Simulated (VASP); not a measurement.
Set up this calculation in VASP 6.6.1, as the native input.

| Item | Value |
| --- | --- |
| Task | single point |
| Functional | PBEsol |
| Potentials or basis | VASP PAW PBE potentials, release 64 (Hg_sv_GW) |
| Cutoff | 550 eV |
| k mesh | 18 × 18 × 10 |
| Occupations | gaussian, width 0.1 eV |
| Spin | no spin polarisation |
| Dipole correction | no |
| Further INCAR settings | ALGO = Normal; EDIFF = 1e-06; NBANDS = 27 |

The structure of Hg lies in POSCAR:

```
Hg
1.0
    2.7972375269      0.0000000000      0.0000000000
   -1.3986187635      2.4224787587      0.0000000000
    0.0000000000      0.0000000000      4.7845607367
Hg
2
Direct
    0.6666666667      0.3333333333      0.7500000000
    0.3333333333      0.6666666667      0.2500000000
```

The input as run:

INCAR

```
SYSTEM = Hg
PREC = Accurate
ENCUT = 550
EDIFF = 1E-6
ISMEAR = 0
SIGMA = 0.1
LREAL = .False.
LASPH = .True.
NELM = 120
ALGO = Normal
ISIF = 2
LWAVE = .False.
LCHARG = .False.
GGA = PS
NBANDS = 27
GGA_COMPAT = .False.
```

KPOINTS

```
Automatic mesh
0
Gamma
  18 18 10
  0 0 0
```

Potentials or basis: VASP PAW PBE potentials, release 64 (Hg_sv_GW).

Command:

```sh
$ cat potpaw_PBE.64/Hg_sv_GW/POTCAR > POTCAR
$ mpirun -np 1 vasp_std > vasp.out
```

It gave:

* Pressure: 49.7 GPa
* Band gap on the k mesh: zero (bands 20 and 21 overlap by 2.37 eV)

Caveat: the cell stands under pressure; the PAW data sets were made with another functional, which shifts forces and pressure a little; spin-orbit coupling is left out, which moves the levels of the heavy elements.

Wall time 67 s on 1 thread of Intel(R) Xeon(R) 6975P-C (Granite Rapids) (shared host), peak memory 0.32 GiB.
